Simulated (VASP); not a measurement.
# Sn8O16F (a cell with a defect) in VASP: notebook, part 3 of 3

VASP 6.6.1.

**5. Single point, PBE, collinear spin**

The input, INCAR:

```
SYSTEM = Sn8O16F
ALGO = Normal
EDIFF = 1E-6
ENCUT = 520
GGA = PE
GGA_COMPAT = .FALSE.
ISIF = 2
ISMEAR = -1
ISPIN = 2
ISYM = -1
LASPH = .TRUE.
LCHARG = .FALSE.
LORBIT = 11
LREAL = Auto
LWAVE = .FALSE.
MAGMOM = 0 0 0 0 0 0 0 0 0 0.38 0.03 0 0.3 0 0.03 0 0.01 0 0 0.01 0 0.05 0 0 0.26
NBANDS = 130
NELM = 200
NUPDOWN = 1.0
PREC = Accurate
SIGMA = 0.01
```

The input, KPOINTS:

```
explicit points
1
Reciprocal
  0.25000000   0.25000000   0.25000000 1
```

The input, POSCAR:

```
Sn8O16F
1.0
    4.8274600300      4.8274600300      0.0000000000
   -4.8274600300      4.8274600300      0.0000000000
    0.0000000000      0.0000000000      6.4759066800
Sn O F
8 16 1
Direct
   -0.0032844394      0.5032239490      0.2428571129
    0.4927294033     -0.0013886184      0.2430660412
   -0.0128225816     -0.0032347238     -0.0055144402
    0.5005996911      0.5003465560      0.0005152946
    0.0042513040      0.5055799499      0.7440885482
    0.4890972655     -0.0007325799      0.7410045013
   -0.0113866298      0.0066996930      0.4945369287
    0.5041861527      0.5058578393      0.5036417541
   -0.0129686211      0.8105685963      0.2485160889
    0.5714301067      0.3168419812      0.2660425922
   -0.0316246016      0.1954708054      0.2434191964
    0.4985869350      0.6933508469      0.2500891505
    0.2912264403     -0.0654286101     -0.0217259153
    0.8073803772      0.5099616537     -0.0094868569
    0.1915579817      0.5358473160     -0.0067016099
    0.6793514560      0.0020803901     -0.0075427276
   -0.0163686493      0.8113152622      0.7381872896
    0.4951975749      0.3065060075      0.7504320615
    0.0001179709      0.1970012168      0.7498390943
    0.5035598399      0.6925579869      0.7473453895
    0.2974196557      0.0055427699      0.4898708639
    0.8120704212      0.5075612195      0.4992709376
    0.1967792574      0.4944591949      0.4897862426
    0.6825281783     -0.0064859159      0.4965777240
    0.3114354113      0.2238897874      0.1174363742
```

Potentials or basis: VASP PAW PBE potentials, release 64 (Sn_d, O, F).

Run with:

```
> cat potpaw_PBE.64/Sn_d/POTCAR potpaw_PBE.64/O/POTCAR potpaw_PBE.64/F/POTCAR > POTCAR
> mpirun -np 1 vasp_std > vasp.out
```

OUTCAR:

```text
SYSTEM = Sn8O16F
   EDIFF = 1E-6
   ENCUT = 520
   GGA = PE
   ISIF = 2
   ISMEAR = -1
   ISPIN = 2
   ISYM = -1
   LASPH = .TRUE.
   LORBIT = 11
   LREAL = Auto
   NELM = 200
   NUPDOWN = 1.0
   PREC = Accurate

 ion  position               nearest neighbor table
   1  0.997  0.503  0.243-  14 2.08  22 2.09   9 2.10  23 2.10  15 2.10  11 2.11   5 3.23   5 3.25
                             4 3.73   3 3.73
   2  0.493  0.999  0.243-  16 2.06  21 2.08  12 2.08  24 2.09  25 2.14  13 2.24  10 2.24   6 3.22
                             6 3.25   3 3.74   4 3.75   7 3.76
   3  0.987  0.997  0.994-   9 2.08  17 2.09  19 2.09  16 2.10  11 2.11  13 2.12  25 2.82   7 3.24
                             7 3.24   5 3.73   1 3.73   2 3.74
   4  0.501  0.500  0.001-  12 2.09  18 2.09  14 2.10  20 2.10  15 2.12  10 2.18  25 2.41   8 3.22
                             8 3.26   1 3.73   2 3.75
   5  0.004  0.506  0.744-  22 2.06  15 2.07  14 2.09  17 2.09  19 2.11  23 2.11   1 3.23   1 3.25
                             3 3.73   8 3.75   8 3.75
   6  0.489  0.999  0.741-  24 2.06  16 2.08  21 2.09  13 2.09  20 2.10  18 2.10   2 3.22   2 3.25
                             8 3.70
   7  0.989  0.007  0.495-  17 2.07  11 2.08   9 2.08  24 2.09  19 2.10  21 2.11   3 3.24   3 3.24
                             2 3.76
   8  0.504  0.506  0.504-  20 2.03  10 2.06  12 2.08  18 2.10  23 2.10  22 2.10   4 3.22   4 3.26
                             6 3.70   5 3.75   5 3.75
   9  0.987  0.811  0.249-   3 2.08   7 2.08   1 2.10
  10  0.571  0.317  0.266-   8 2.06   4 2.18   2 2.24
  11  0.968  0.195  0.243-   7 2.08   1 2.11   3 2.11
  12  0.499  0.693  0.250-   8 2.08   2 2.08   4 2.09
  13  0.291  0.935  0.978-   6 2.09   3 2.12   2 2.24
  14  0.807  0.510  0.991-   1 2.08   5 2.09   4 2.10
[... 9 lines left out ...]
  24  0.683  0.994  0.497-   6 2.06   7 2.09   2 2.09
  25  0.311  0.224  0.117-   2 2.14   4 2.41   3 2.82

IMPORTANT INFORMATION: All symmetrisations will be switched off!
NOSYMM: (Re-)initialisation of all symmetry stuff for point group C_1.

----------------------------------------------------------------------------------------

                                     Primitive cell

  volume of cell :     301.8339

  direct lattice vectors                    reciprocal lattice vectors
     4.827460030  4.827460030  0.000000000     0.103574136  0.103574136  0.000000000
    -4.827460030  4.827460030  0.000000000    -0.103574136  0.103574136  0.000000000
     0.000000000  0.000000000  6.475906680     0.000000000  0.000000000  0.154418532

  length of vectors
     6.827059446  6.827059446  6.475906680     0.146475947  0.146475947  0.154418532

  position of ions in fractional coordinates (direct lattice)
     0.996715561  0.503223949  0.242857113
     0.492729403  0.998611382  0.243066041
     0.987177418  0.996765276  0.994485560
     0.500599691  0.500346556  0.000515295
     0.004251304  0.505579950  0.744088548
     0.489097265  0.999267420  0.741004501
[... 17 lines left out ...]
     0.682528178  0.993514084  0.496577724
     0.311435411  0.223889787  0.117436374

  ion indices of the primitive-cell ions
   primitive index   ion index
                 1           1
                 2           2
                 3           3
                 4           4
                 5           5
                 6           6
[... 17 lines left out ...]
                24          24
                25          25

----------------------------------------------------------------------------------------

 KPOINTS: explicit points

Read explicit list of k-points.

 Found      1 k-points:

 Following reciprocal coordinates:
            Coordinates               Weight
  0.250000  0.250000  0.250000      1.000000
[... 34 lines left out ...]
   EFERMI_NEDOS =   21; number of points for ismear=-14 and -15
   IALGO  =     38    algorithm
   IMIX   =      4    mixing-type and parameters
     AMIX     =   0.40;   BMIX     =  1.00
     AMIX_MAG =   1.60;   BMIX_MAG =  1.00
  volume/ion in A,a.u.               =      12.07        81.48
  Fermi-wavevector in a.u.,A,eV,Ry     =   1.462059  2.762892 29.084052  2.137618
  Thomas-Fermi vector in A             =   2.578317
   LORBIT       =     11    0 simple, 1 ext, 2 COOP (PROOUT), +10 PAW based schemes
   GGA     = PE    functional components
   LHFCALC =     F    Hartree Fock is set to
   AEXX    =    0.0000 exact exchange contribution
   IVDW    =     0    specifies the selected vdW correction
   LEPSILON=     F    determine dielectric tensor
   LRPA    =     F    only Hartree local field effects (RPA)
 spin polarized calculation
  energy-cutoff  :      520.00
  volume of cell :      301.83
 maximum number of plane-waves:      8114
 NGX is ok and might be reduce to    50
   NGX = 25   NGY = 25   NGZ = 25

 number of electron     214.9999958 magnetization       0.9999894

 Free energy of the ion-electron system (eV)
  ---------------------------------------------------
  ext. energy  EPLUGINS =         0.00000000
  ---------------------------------------------------
  free energy    TOTEN  =      -149.56809707 eV

  energy without entropy =     -149.56809707  energy(sigma->0) =     -149.56809707

 E-fermi :   5.8621     XC(G=0): -11.1603

 val. band max:        5.6061250514   @ k =   0.2500   0.2500   0.2500
 cond. band min:       6.1738942341   @ k =   0.2500   0.2500   0.2500
 fundamental gap:      0.5677691827
 Fermi energy:         5.7412449820

 spin component 1

 k-point     1 :       0.2500    0.2500    0.2500
  band No.  band energies     occupation
      1     -17.0346      1.00000
      2     -15.1855      1.00000
      3     -15.1512      1.00000
      4     -15.1300      1.00000
      5     -15.1057      1.00000
      6     -15.0818      1.00000
[... 111 lines left out ...]
    118      12.8652      0.00000
    119      13.2083      0.00000
 Fermi energy:         5.8620789502

 spin component 2

 k-point     1 :       0.2500    0.2500    0.2500
  band No.  band energies     occupation
      1     -16.6569      1.00000
      2     -15.1836      1.00000
      3     -15.1318      1.00000
      4     -15.1168      1.00000
      5     -15.1012      1.00000
      6     -15.0756      1.00000
[... 111 lines left out ...]
    118      12.8818      0.00000
    119      13.2337      0.00000
 [bands above 119 left out]

------------------------ aborting loop because EDIFF is reached ----------------------------------------

  FORCE on cell =-STRESS in cart. coord.  units (eV):
  Direction    XX          YY          ZZ          XY          YZ          ZX
  --------------------------------------------------------------------------------------
  -------------------------------------------------------------------------------------
  Total        5.9026322      7.0636258      6.7229187     -0.5491148      0.6441483     -0.1261431
  in kB       31.3320168     37.4947375     35.6862155     -2.9147799      3.4192313     -0.6695854
  external PRESSURE =      34.8376566 kB  Pullay stress =       0.0000000 kB

 VOLUME and BASIS-vectors are now :
 -----------------------------------------------------------------------------
  energy-cutoff  :      520.00
  volume of cell :      301.83
      direct lattice vectors                 reciprocal lattice vectors
     4.827460030  4.827460030  0.000000000     0.103574136  0.103574136  0.000000000
    -4.827460030  4.827460030  0.000000000    -0.103574136  0.103574136  0.000000000
     0.000000000  0.000000000  6.475906680     0.000000000  0.000000000  0.154418532

 POSITION                                       TOTAL-FORCE (eV/Angst)
 -----------------------------------------------------------------------------------
      2.38231      7.24090      1.57272         0.000196      0.006347     -0.003904
     -2.44213      7.19939      1.57407         0.056400      0.005082      0.004557
     -0.04629      9.57740      6.44020        -0.002137      0.006366     -0.000046
      0.00122      4.83203      0.00334         0.000486      0.000964      0.006914
     -2.42014      2.46119      4.81865        -0.022086      0.004678     -0.004570
     -2.46283      7.18502      4.79868        -0.000747      0.006772      0.010883
[... 17 lines left out ...]
     -1.50127      8.09103      3.21579         0.011152      0.017420     -0.000543
      0.42262      2.58426      0.76051        -0.042920     -0.008968     -0.016892
 -----------------------------------------------------------------------------------
    total drift:                                0.015851      0.020095     -0.016980

  FREE ENERGIE OF THE ION-ELECTRON SYSTEM (eV)
  ---------------------------------------------------
  free  energy   TOTEN  =      -149.5680970706 eV

  energy  without entropy=     -149.5680970706  energy(sigma->0) =     -149.56809707

 total charge

# of ion       s       p       d       tot
------------------------------------------
    1        0.883   1.012  10.317  12.212
    2        0.870   0.991  10.318  12.179
    3        0.885   1.012  10.316  12.213
    4        0.877   0.986  10.307  12.171
    5        0.884   1.037  10.334  12.255
    6        0.885   1.038  10.333  12.256
[... 17 lines left out ...]
   24        1.562   3.490   0.000   5.052
   25        1.763   4.304   0.000   6.066
--------------------------------------------------
tot         33.867  67.951  82.605 184.423

 magnetization (x)

# of ion       s       p       d       tot
------------------------------------------
    1       -0.001  -0.001   0.000  -0.001
    2       -0.004  -0.004   0.000  -0.008
    3       -0.002  -0.003  -0.000  -0.005
    4       -0.002  -0.004  -0.001  -0.007
    5       -0.002   0.000   0.001  -0.000
    6       -0.002  -0.003  -0.000  -0.005
[... 17 lines left out ...]
   24       -0.000   0.000   0.000   0.000
   25        0.000   0.225   0.000   0.226
--------------------------------------------------
tot         -0.008   0.879   0.000   0.871
```

Wall time 2 min (1 thread of AMD EPYC 9R45 (Zen 5), shared host); peak memory 0.45 GiB.

What came out:

```yaml
Free_energy: -149.5681 eV
Pressure: 3.5 GPa
Largest_force: 0.057 eV/Å
Net_moment: 1.00 μB per cell
Site_moments: Sn -0.00, -0.01 (each value once); O +0.00, +0.32, +0.02, +0.25, +0.03, -0.00, +0.01, +0.04 (each value once); F +0.23 μB
Valence_electrons_inside_the_program's_atomic_spheres: Sn 12.21, 12.18, 12.17, 12.26, 12.25, 12.29 (each value once); O 5.05, 4.96, 5.03, 4.98, 5.04, 5.06 (each value once); F 6.07
```

Forces on the atoms (eV/Å):
```
Sn   0.000  0.006 -0.004
Sn   0.056  0.005  0.005
Sn  -0.002  0.006  0.000
Sn   0.000  0.001  0.007
Sn  -0.022  0.005 -0.005
Sn  -0.001  0.007  0.011
Sn   0.013 -0.011  0.004
Sn  -0.004 -0.004  0.016
O    0.015 -0.012 -0.002
O    0.036 -0.016 -0.013
O   -0.009  0.017 -0.008
O   -0.018  0.011  0.001
O   -0.008 -0.022  0.018
O   -0.014 -0.013  0.000
O   -0.003  0.025 -0.003
O    0.012  0.012 -0.007
O    0.011 -0.014  0.001
O    0.016 -0.022 -0.008
O   -0.007  0.012  0.006
O   -0.022  0.019  0.006
O   -0.026 -0.019 -0.003
O   -0.010 -0.012 -0.003
O    0.015  0.010 -0.002
O    0.011  0.017 -0.001
F   -0.043 -0.009 -0.017
```

Stress tensor (GPa, compression positive):
```
 3.13 -0.29 -0.07
-0.29  3.75  0.34
-0.07  0.34  3.57
```

Caveat: spin-orbit coupling is left out, which moves the levels of the heavy elements; the total moment is fixed, so each spin has its own Fermi level and the state may be an excited one.
